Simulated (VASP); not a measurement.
# MoS2 (R-3m) in VASP: a series of runs, part 2 of 2

VASP 6.6.1.

**4. Relaxation of cell and atoms, PBE+D3(BJ)**

This run uses another cell than the first one, of 17.75 Å³/atom, 0.992 times its volume.

Input file INCAR:

```
PREC = Accurate
ENCUT = 600
EDIFF = 1E-6
ISMEAR = -1
SIGMA = 0.02
LREAL = False
LASPH = True
NELM = 100
ALGO = Normal
ISIF = 3
LWAVE = False
LCHARG = False
GGA = PE
IVDW = 12
IBRION = 2
NSW = 80
EDIFFG = -0.005
```

Input file KPOINTS:

```
regular mesh
0
Gamma
  8 8 8
```

Input file POSCAR:

```
MoS2
1.0
    1.5855000000      0.9153888518      6.1149966667
   -1.5855000000      0.9153888518      6.1149966667
    0.0000000000     -1.8307777036      6.1149966667
Mo S
1 2
Direct
    0.0000000000      0.0000000000      0.0000000000
    0.7500000000      0.7500000000      0.7500000000
    0.2500000000      0.2500000000      0.2500000000
```

Command:

```console
$ cat potpaw_PBE.64/Mo_sv/POTCAR potpaw_PBE.64/S/POTCAR > POTCAR
$ mpirun -np 1 vasp_std > vasp.out
```

Run time: 53 min. Hardware: 1 thread of Intel Xeon Platinum 8488C (Sapphire Rapids), shared host; peak memory 0.49 GiB.

It converged, with:

- Free energy: -22.2796 eV
- Relaxed volume: 16.88 Å³/atom
- Relaxed cell: a = 6.208 Å, b = 6.208 Å, c = 6.208 Å, α = 29.28°, β = 29.28°, γ = 29.28°
- Space group after relaxing (to 0.05 Å): R-3m (No. 166)
- Energy gained by relaxing: 24.9 meV/atom
- Ionic steps: 36
- Pressure after relaxing: 0.0 GPa
- Band gap on the k mesh: zero (band 13 reaches 8.48 eV, above the bottom of band 14 at 8.23 eV)
- Dispersion energy per atom: -0.450 eV

Forces on the atoms (eV/Å):
```
Mo   0.000  0.000  0.000
S    0.000  0.000 -0.002
S    0.000  0.000  0.002
```

Step by step:
| step | energy change (eV) | largest force (eV/Å) | pressure (GPa) | volume (Å³) |
| --- | --- | --- | --- | --- |
| 1 | 0.0000 | 0.9879 | 3.91 | 53.25 |
| 2 | 0.0572 | 0.8760 | -8.85 | 56.65 |
| 3 | -0.0363 | 0.2168 | -1.49 | 54.51 |
| 4 | -0.0494 | 0.1496 | -0.98 | 53.71 |
| 5 | -0.0538 | 0.1059 | -0.56 | 53.07 |
| 6 | -0.0545 | 0.0978 | -0.33 | 52.76 |
| 7 | -0.0592 | 0.1668 | 0.30 | 52.30 |
| 8 | -0.0641 | 0.3184 | 1.79 | 51.32 |
| 9 | -0.0654 | 0.2993 | 1.68 | 51.29 |
| 10 | -0.0689 | 0.2434 | 1.32 | 51.18 |
| 11 | -0.0733 | 0.1336 | 0.63 | 50.97 |
| 12 | -0.0719 | 0.0875 | -0.61 | 50.54 |
| 13 | -0.0744 | 0.0506 | 0.16 | 50.80 |
| 14 | -0.0744 | 0.0447 | 0.13 | 50.79 |
| 15 | -0.0745 | 0.0356 | 0.04 | 50.82 |
| 16 | -0.0746 | 0.0104 | -0.15 | 50.89 |
| 17 | -0.0746 | 0.0085 | -0.16 | 50.89 |
| 18 | -0.0747 | 0.0132 | -0.11 | 50.87 |
| 19 | -0.0747 | 0.0266 | 0.08 | 50.79 |
| 20 | -0.0747 | 0.0239 | 0.04 | 50.81 |
| 21 | -0.0747 | 0.0186 | -0.04 | 50.84 |
| 22 | -0.0747 | 0.0217 | 0.01 | 50.82 |
| 23 | -0.0747 | 0.0229 | 0.00 | 50.81 |
| 24 | -0.0747 | 0.0230 | 0.00 | 50.81 |
| 25 | -0.0747 | 0.0162 | -0.01 | 50.80 |
| 26 | -0.0747 | 0.0018 | -0.08 | 50.79 |
| 27 | -0.0748 | 0.0043 | -0.05 | 50.76 |
| 28 | -0.0748 | 0.0124 | 0.11 | 50.67 |
| 29 | -0.0748 | 0.0096 | 0.06 | 50.71 |
| 30 | -0.0748 | 0.0050 | 0.03 | 50.69 |
| 31 | -0.0748 | 0.0032 | -0.01 | 50.66 |
| 32 | -0.0748 | 0.0066 | -0.01 | 50.65 |
| 33 | -0.0748 | 0.0017 | 0.03 | 50.64 |
| 34 | -0.0748 | 0.0011 | 0.04 | 50.64 |
| 35 | -0.0748 | 0.0024 | 0.05 | 50.63 |
| 36 | -0.0748 | 0.0022 | 0.01 | 50.65 |

Final structure:
```
Mo S
1.0
     1.56917    0.90596    5.93805
    -1.56917    0.90596    5.93805
     0.00000   -1.81192    5.93805
Mo S
1 2
Direct
  0.00000 0.00000 0.00000
  0.75642 0.75642 0.75642
  0.24358 0.24358 0.24358
```

Levels at points of the mesh, in eV from the Fermi level:
```csv
k point,band 9,band 10,band 11,band 12,band 13,band 14,band 15,band 16,band 17
"(0.00, 0.00, 0.00)",-3.72,-1.53,-1.38,-0.81,-0.81,0.05,0.05,3.17,3.17
"(0.50, 0.00, 0.00)",-5.42,-4.03,-2.73,-1.98,-1.28,1.35,2.15,3.08,3.98
"(0.50, 0.50, 0.00)",-4.48,-3.88,-2.82,-2.47,-1.70,1.35,1.80,3.81,4.72
"(0.50, 0.50, 0.50)",-3.69,-3.69,-0.79,-0.79,-0.16,-0.16,-0.08,3.38,3.38
```

Caveat: pairwise dispersion overbinds metals, which lowers pressure and volume.

**5. Single point, r2SCAN**

Input file POSCAR:

```
MoS2
1.0
    1.5965459752      0.9217662486      6.0769391911
   -1.5965459752      0.9217662486      6.0769391911
    0.0000000000     -1.8435324972      6.0769391911
Mo S
1 2
Direct
    0.0000000000      0.0000000000      0.0000000000
    0.7525772694      0.7525772694      0.7525772694
    0.2474227306      0.2474227306      0.2474227306
```

Input file INCAR.step1:

```
SYSTEM = MoS2
PREC = Accurate
ENCUT = 520
ISMEAR = -1
SIGMA = 0.02
LREAL = .FALSE.
LASPH = .TRUE.
NELM = 100
NBANDS = 20
GGA = PE
ALGO = Normal
EDIFF = 1E-4
LWAVE = .TRUE.
LCHARG = .FALSE.
```

Input file INCAR.step2:

```
SYSTEM = MoS2
PREC = Accurate
ENCUT = 520
EDIFF = 1E-6
ISMEAR = -1
SIGMA = 0.02
LREAL = .FALSE.
LASPH = .TRUE.
NELM = 100
ALGO = Normal
ISIF = 2
LWAVE = .FALSE.
LCHARG = .TRUE.
METAGGA = R2SCAN
LMIXTAU = .TRUE.
LELF = .TRUE.
LVHAR = .TRUE.
NBANDS = 20
ISTART = 1
```

Input file KPOINTS:

```
regular mesh
0
G
  10 10 10
  0 0 0
```

Command:

```console
$ cat potpaw_PBE.64/Mo_sv/POTCAR potpaw_PBE.64/S/POTCAR > POTCAR
$ cp INCAR.step1 INCAR
$ mpirun -np 1 vasp_std > vasp.out
$ cp INCAR.step2 INCAR
$ mpirun -np 1 vasp_std > vasp.out
```

It took 11 min on 1 thread of Intel Xeon Platinum 8488C (Sapphire Rapids), shared host; peak memory 0.42 GiB.

The run converged. Its results:

* Free energy: -44.1592 eV
* Pressure: 1.2 GPa
* Largest force: 0.068 eV/Å
* Band gap on the k mesh: zero (band 13 reaches 7.90 eV, above the bottom of band 14 at 7.16 eV)

Forces on the atoms (eV/Å):
```
Mo   0.000  0.000  0.000
S    0.000  0.000 -0.068
S    0.000  0.000  0.068
```

Levels at points of the mesh, in eV from the Fermi level:
| k point | band 9 | band 10 | band 11 | band 12 | band 13 | band 14 | band 15 | band 16 | band 17 | band 18 |
| --- | --- | --- | --- | --- | --- | --- | --- | --- | --- | --- |
| (0.00, 0.00, 0.00) | -4.22 | -1.82 | -1.33 | -1.02 | -1.02 | -0.34 | -0.34 | 3.27 | 3.27 | 6.64 |
| (0.50, 0.00, 0.00) | -5.51 | -4.44 | -3.05 | -2.00 | -1.70 | 1.07 | 1.98 | 3.26 | 4.14 | 5.98 |
| (0.50, 0.50, 0.00) | -4.77 | -4.34 | -3.08 | -2.36 | -1.99 | 1.07 | 1.74 | 3.80 | 4.98 | 5.11 |
| (0.50, 0.50, 0.50) | -4.20 | -4.20 | -1.01 | -1.01 | -0.48 | -0.48 | -0.13 | 3.42 | 3.42 | 6.69 |

Caveat: the PAW data sets were made with another functional, which shifts forces and pressure a little.

**6. Single point, PBE**

Input file INCAR:

```
  PREC = Accurate
  ENCUT = 520
  EDIFF = 1E-7
  ISMEAR = -1
  SIGMA = 0.02
  LREAL = F
  LASPH = T
  NELM = 100
  ALGO = Normal
  ISIF = 2
  LWAVE = F
  LCHARG = F
  GGA = PE
  NBANDS = 20
```

Input file KPOINTS:

```
Automatic mesh
0
Gamma
  10 10 10
```

POSCAR is that of step 5.

Potentials or basis: VASP PAW PBE potentials, release 64 (Mo_sv, S).

Command:

```console
$ cat potpaw_PBE.64/Mo_sv/POTCAR potpaw_PBE.64/S/POTCAR > POTCAR
$ mpirun -np 1 vasp_std > vasp.out
```

OUTCAR:

```text
PREC = Accurate
   ENCUT = 520
   EDIFF = 1E-7
   ISMEAR = -1
   LREAL = F
   LASPH = T
   NELM = 100
   ISIF = 2
   GGA = PE

 ion  position               nearest neighbor table
   1  0.000  0.000  0.000-   2 2.42   2 2.42   3 2.42   3 2.42   2 2.42   3 2.42
   2  0.753  0.753  0.753-   1 2.42   1 2.42   1 2.42
   3  0.247  0.247  0.247-   1 2.42   1 2.42   1 2.42

  LATTYP: Found a trigonal (rhomboedric) cell.
 ALAT       =     6.3504174666
 COS(alpha) =     0.8735880001

  Lattice vectors:

[... 193 lines left out ...]
      6      -5.7521      2.00000
[... 541 lines left out ...]
     19      14.8846      0.00000
     20      16.0197      0.00000

 [... further k-points ...]
[... 5 lines left out ...]
  --------------------------------------------------------------------------------------
  -------------------------------------------------------------------------------------
  Total        0.4208784      0.4208784      1.2644068      0.0000000     -0.0000000      0.0000000
  in kB       12.5669197     12.5669197     37.7536577      0.0000000     -0.0000000      0.0000000
  external PRESSURE =      20.9624990 kB  Pullay stress =       0.0000000 kB

 VOLUME and BASIS-vectors are now :
 -----------------------------------------------------------------------------
  energy-cutoff  :      520.00
  volume of cell :       53.66
      direct lattice vectors                 reciprocal lattice vectors
     1.596545975  0.921766249  6.076939191     0.313176074  0.180812290  0.054852175
    -1.596545975  0.921766249  6.076939191    -0.313176074  0.180812290  0.054852175
     0.000000000 -1.843532497  6.076939191     0.000000000 -0.361624581  0.054852175

 POSITION                                       TOTAL-FORCE (eV/Angst)
 -----------------------------------------------------------------------------------
      0.00000      0.00000      0.00000         0.000000      0.000000      0.000000
      0.00000      0.00000     13.72010        -0.000000      0.000000      0.153829
      0.00000      0.00000      4.51072        -0.000000      0.000000     -0.153829
 -----------------------------------------------------------------------------------
    total drift:                               -0.000000     -0.000000     -0.000000

  FREE ENERGIE OF THE ION-ELECTRON SYSTEM (eV)
  ---------------------------------------------------
  free  energy   TOTEN  =       -21.0056958006 eV

  energy  without entropy=      -21.0045391010  energy(sigma->0) =      -21.00511745
```

It took 4.6 min on 1 thread of Intel Xeon Platinum 8488C (Sapphire Rapids), shared host; peak memory 0.37 GiB.

What came out:

| Property | Result |
| --- | --- |
| Free energy | -21.0057 eV |
| Pressure | 2.1 GPa |
| Largest force | 0.154 eV/Å |
| Band gap on the k mesh | zero (band 13 reaches 7.94 eV, above the bottom of band 14 at 7.33 eV) |

Forces in eV/Å, atoms in the order of the input:
```
Mo   0.000  0.000  0.000
S    0.000  0.000  0.154
S    0.000  0.000 -0.154
```

Stress tensor (GPa, compression positive):
```
1.26 0.00 0.00
0.00 1.26 0.00
0.00 0.00 3.78
```

**7. Summary**

| task | level | cell | k mesh | cutoff (eV) | gap on the mesh (eV) | pressure (GPa) | largest force (eV/Å) |
| --- | --- | --- | --- | --- | --- | --- | --- |
| single point | r2SCAN+rVV10 | a = 6.350 Å, angles 29.1°, 3 atoms | 8 × 8 × 8 | 520 | none | 0.2 | 0.02 |
| single point | PBE+D3(BJ) | a = 6.210 Å, angles 29.3°, 3 atoms | 8 × 8 × 8 | 520 | none | -0.1 | 0.01 |
| relaxation of cell and atoms | PBE+D3(BJ) | relaxed from a = 6.383 Å, angles 28.8°, 3 atoms | 8 × 8 × 8 | 600 | none | 0.0 | - |
| single point | r2SCAN | a = 6.350 Å, angles 29.1°, 3 atoms | 10 × 10 × 10 | 520 | none | 1.2 | 0.07 |
| single point | PBE | a = 6.350 Å, angles 29.1°, 3 atoms | 10 × 10 × 10 | 520 | none | 2.1 | 0.15 |

Alike in all rows: potentials or basis VASP PAW PBE potentials, release 64 (Mo_sv, S); no spin polarisation; smearing fermi-dirac 0.02 eV.

Every run on the cell as given and a fine mesh finds a metal. The pressure there spans 0.2 GPa (r2SCAN+rVV10) to 2.1 GPa (PBE); a positive pressure means that this level wants a larger cell, a negative one a smaller.

Caveats: the PAW data sets were made with another functional, which shifts forces and pressure a little (some runs); pairwise dispersion overbinds metals, which lowers pressure and volume (some runs).

Total energies depend on the potentials used, so only differences within one code and one set of settings carry meaning.
